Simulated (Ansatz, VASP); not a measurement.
# Two plane-wave programs on Ge

```
CELL_PARAMETERS angstrom
0.00000 2.74391 2.78634
2.74391 0.00000 2.78634
2.74391 2.74391 0.00000
ATOMIC_POSITIONS crystal
Ge 0.50000 0.50000 0.50000
Ge 0.75000 0.75000 0.75000
```

Change from the starting cell: strain -0.030 along x and y, -0.015 along z, atoms carried along.

Alike in both runs: task single point; functional PBE; k mesh 14 × 14 × 14; occupations gaussian, width 0.15 eV; no spin polarisation.

```csv
,VASP,Ansatz
version,VASP 6.6.1,Ansatz 0.2.0
potentials or method,"VASP PAW PBE potentials, release 64 (Ge_d), cutoff 520 eV","scalar-relativistic, plane waves, PAW"
valence electrons in the cell,28,28
```

|  | VASP | Ansatz | Ansatz less VASP |
| --- | --- | --- | --- |
| gap on the k mesh at the Fermi level (eV) | 0.37 | 0.37 | -0.004 |
| least direct gap on the mesh (eV) | 0.71 | 0.70 | -0.008 |
| pressure (GPa) | 10.5 | 10.5 | +0.06 |
| traceless stress, the component that is largest in VASP (GPa) | -0.78 | -0.78 | +0.001 |
